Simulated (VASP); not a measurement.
Input of a VASP 6.6.1 run:

Contents of INCAR:

```
PREC = Accurate
ENCUT = 520
EDIFF = 1E-8
ISMEAR = -1
SIGMA = 0.08
LREAL = False
LASPH = True
NELM = 80
ALGO = Normal
ISIF = 2
LWAVE = False
LCHARG = False
GGA = CA
LEFG = True
NBANDS = 18
```

The input KPOINTS:

```
regular mesh
0
Gamma
  9 9 9
```

POSCAR

```
Sb2Au
1.0
    0.0000000000      3.3717944959      3.3717944959
    3.3717944959      0.0000000000      3.3717944959
    3.3717944959      3.3717944959      0.0000000000
Sb Au
2 1
Direct
    0.2500000000      0.2500000000      0.2500000000
    0.7500000000      0.7500000000      0.7500000000
    0.0000000000      0.0000000000      0.0000000000
```

Potentials or basis: VASP PAW LDA potentials, release 64 (Sb, Au).

The run is started by

```sh
$ cat potpaw_LDA.64/Sb/POTCAR potpaw_LDA.64/Au/POTCAR > POTCAR
$ mpirun -np 1 vasp_std > vasp.out
```

**Question.** What does it give for the pressure?

**Answer.** -0.6 GPa.

**Question.** Estimate the band gap on the k mesh.

**Answer.** Zero (an odd number of electrons rules out a gap without spin polarisation).

Caveat: spin-orbit coupling is left out, which moves the levels of the heavy elements; an odd number of electrons without spin polarisation forces a metal; a magnetic or distorted state may lie lower.
